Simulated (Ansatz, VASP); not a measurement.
**One calculation of Mo, two programs**

```xyz
2
Lattice="0.0000 2.8242 2.8242 2.8242 0.0000 2.8242 2.8242 2.8242 0.0000" Properties=species:S:1:pos:R:3 pbc="T T T"
Mo    0.0000    0.0000    0.0000
Mo    1.4121    1.4121    1.4121
```

Alike in both runs: functional r2SCAN; k mesh 18 × 18 × 18; occupations gaussian, width 0.1 eV; no spin polarisation.

Ansatz relaxed the structure, and its values are those at the end. VASP's run is a single point on that final structure, the one shown.

```csv
,VASP,Ansatz
version,VASP 6.6.1,Ansatz 0.2.0
potentials or method,"VASP PAW PBE potentials, release 64 (Mo_sv), cutoff 520 eV","scalar-relativistic, plane waves, PAW"
valence electrons in the cell,28,28
```

|  | VASP | Ansatz | Ansatz less VASP |
| --- | --- | --- | --- |
| gap on the k mesh at the Fermi level (eV) | none | none | - |
| pressure (GPa) | 0.8 | 0.0 | -0.79 |

VASP's potentials were made for PBE, not for r2SCAN. A gap of «none» marks a metal or a gap that the smearing closes.
